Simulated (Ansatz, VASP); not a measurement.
**Mo in VASP and in Ansatz**

File INCAR:

```
SYSTEM = Mo
  PREC = Accurate
  ENCUT = 520
  EDIFF = 1E-6
  ISMEAR = -1
  SIGMA = 0.1
  LREAL = .FALSE.
  LASPH = .TRUE.
  NELM = 100
  ALGO = Normal
  ISIF = 2
  LWAVE = .FALSE.
  LCHARG = .TRUE.
  GGA = PE
  LELF = .TRUE.
  LVHAR = .TRUE.
  NBANDS = 13
```

KPOINTS

```
regular mesh
0
G
  13 13 13
  0 0 0
```

POSCAR

```
Mo
1.0
   -1.5872834456      1.5872834456      1.5872834456
    1.5872834456     -1.5872834456      1.5872834456
    1.5872834456      1.5872834456     -1.5872834456
Mo
1
Direct
    0.0000000000      0.0000000000      0.0000000000
```

Input for Ansatz:

```yaml
crystal:
  lattice:
    - [-1.5872834456072307, 1.5872834456072307, 1.5872834456072307]
    - [1.5872834456072307, -1.5872834456072307, 1.5872834456072307]
    - [1.5872834456072307, 1.5872834456072307, -1.5872834456072307]
  atoms:
    - { symbol: Mo, position: [0.0, 0.0, 0.0] }
basis:
  ecutwfc: 500.0
kpoints:
  mp_grid:
    grid: [13, 13, 13]
hamiltonian:
  xc: pbe
scf:
  convergence:
    dr2_threshold: 1.0e-10
  occupations:
    method: fermi_dirac
    width: 0.1
output:
  stress: true
```

Alike in both runs: task single point; functional PBE; k mesh 13 × 13 × 13; occupations fermi-dirac, width 0.1 eV; no spin polarisation.

|  | VASP | Ansatz |
| --- | --- | --- |
| version | VASP 6.6.1 | Ansatz 0.2.0 |
| potentials or method | VASP PAW PBE potentials, release 64 (Mo_sv), cutoff 520 eV | plane waves, PAW |
| valence electrons in the cell | 14 | 14 |

|  | VASP | Ansatz | Ansatz less VASP |
| --- | --- | --- | --- |
| pressure (GPa) | -2.9 | -3.4 | -0.49 |

With one functional, cell and mesh, what is left measures potentials, basis and numerics.
